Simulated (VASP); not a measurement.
Ir4O: single point with LDA

The system is Ir4O, a slab with vacuum.

```xyz
5
Lattice="2.7183 0.0000 0.0000 0.0000 2.7183 0.0000 0.0000 0.0000 24.7663" Properties=species:S:1:pos:R:3 pbc="T T T"
Ir    1.3591    1.3591    8.5000
Ir    0.0000    0.0000   10.4221
Ir    1.3591    1.3591   12.3487
Ir    0.0000    0.0000   14.2891
O     0.0000    1.3591   15.6428
```

| Property | Result |
| --- | --- |
| Program | VASP 6.6.1 |
| Task | single point |
| Functional | LDA |
| Potentials or basis | VASP PAW LDA potentials, release 64 (Ir, O) |
| Cutoff | 520 eV |
| k mesh | 11 × 11 × 1 |
| Occupations | gaussian, width 0.1 eV |
| Spin | no spin polarisation |

The largest force is 1.512 eV/Å and the band gap on the k mesh is zero (bands 21 and 22 overlap by 1.91 eV).

Forces on the atoms (eV/Å):
```
Ir   0.000  0.000  1.512
Ir   0.000  0.000 -1.164
Ir   0.000  0.000 -0.033
Ir   0.000  0.000 -0.225
O    0.000  0.000 -0.090
```

Levels at points of the mesh, in eV from the Fermi level:
```csv
k point,band 19,band 20,band 21,band 22,band 23,band 24
"(0.00, 0.00, 0.00)",-1.20,-0.97,-0.44,0.21,0.34,0.57
```

It took 2.6 min on 1 thread of Intel(R) Xeon(R) 6975P-C (Granite Rapids), with other jobs on the host, peak memory 0.32 GiB.

Caveat: spin-orbit coupling is left out, which moves the levels of the heavy elements.
